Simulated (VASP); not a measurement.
Here is a VASP 6.6.1 calculation.

File INCAR:

```
PREC = Accurate
ENCUT = 600
EDIFF = 1E-6
ISMEAR = -1
SIGMA = 0.03
LREAL = F
LASPH = T
NELM = 80
ALGO = Normal
ISIF = 3
LWAVE = F
LCHARG = F
GGA = PS
IBRION = 2
NSW = 100
EDIFFG = -0.01
```

Contents of KPOINTS:

```
regular mesh
0
Gamma
  8 8 8
```

POSCAR

```
MgAu2Se2
1.0
   -2.1261617300      2.1261617300      6.8930414900
    2.1261617300     -2.1261617300      6.8930414900
    2.1261617300      2.1261617300     -6.8930414900
Mg Au Se
1 2 2
Direct
    0.0000000000      0.0000000000      0.0000000000
    0.7500000000      0.2500000000      0.5000000000
    0.2500000000      0.7500000000      0.5000000000
    0.6410111200      0.6410111200      0.0000000000
    0.3589888800      0.3589888800      0.0000000000
```

Potentials or basis: VASP PAW PBE potentials, release 64 (Mg, Au, Se).

Command:

```bash
$ cat potpaw_PBE.64/Mg/POTCAR potpaw_PBE.64/Au/POTCAR potpaw_PBE.64/Se/POTCAR > POTCAR
$ mpirun -np 1 vasp_std > vasp.out
```

**Question.** Predict the relaxed volume.

**Answer.** 20.57 Å³/atom.

**Question.** What does it give for the band gap on the k mesh?

**Answer.** Zero (bands 18 and 19 overlap by 0.36 eV).

**Question.** Estimate the space group after relaxing (to 0.1 Å).

**Answer.** I4/mmm (No. 139).

**Question.** Estimate the relaxed cell.

**Answer.** a = 7.766 Å, b = 7.766 Å, c = 7.766 Å, α = 152.03°, β = 152.03°, γ = 39.97°.

Final structure:
```
CELL_PARAMETERS angstrom
-1.87703 1.87703 7.29823
1.87703 -1.87703 7.29823
1.87703 1.87703 -7.29823
ATOMIC_POSITIONS crystal
Mg 0.00000 0.00000 0.00000
Au 0.75000 0.25000 0.50000
Au 0.25000 0.75000 0.50000
Se 0.59765 0.59765 0.00000
Se 0.40235 0.40235 0.00000
```

Caveat: the volume moved by over 15 % at a fixed basis, so the end points are rough; the PAW data sets were made with another functional, which shifts forces and pressure a little; spin-orbit coupling is left out, which moves the levels of the heavy elements.
